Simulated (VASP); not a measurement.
Bi, 1 atom in the cell. The structure is cubic, space group Fm-3m (No. 225). Conventional cell: a = 4.925 Å, b = 4.925 Å, c = 4.925 Å, α = 90.00°, β = 90.00°, γ = 90.00°. Bi (site symmetry m-3m) has 12 Bi at 3.48 Å within 4.6 Å. This isn't the form of Bi at room conditions, which is rhombohedral.

* Program: VASP 6.6.1
* Task: single point
* Functional: PBE
* Potentials or basis: VASP PAW PBE potentials, release 64 (Bi_d)
* Cutoff: 520 eV
* k mesh: 37 × 37 × 37
* Occupations: fermi-dirac, width 0.0612256 eV
* Spin: no spin polarisation
* Dipole correction: no
* Further INCAR settings: ALGO = Normal; EDIFF = 1e-06; NBANDS = 14

Potentials or basis: VASP PAW PBE potentials, release 64 (Bi_d).

Run with:

```sh
$ cat potpaw_PBE.64/Bi_d/POTCAR > POTCAR
$ mpirun -np 1 vasp_std > vasp.out
```

Hardware: 1 thread of Intel(R) Xeon(R) Platinum 8488C (Sapphire Rapids), with other jobs on the host.

Problem. Estimate the wall time of this run.

Solution. It took 3.9 min on 1 thread of Intel(R) Xeon(R) Platinum 8488C (Sapphire Rapids) (shared host), peak memory 0.58 GiB. Counts: scf iterations 10, k points 1330.
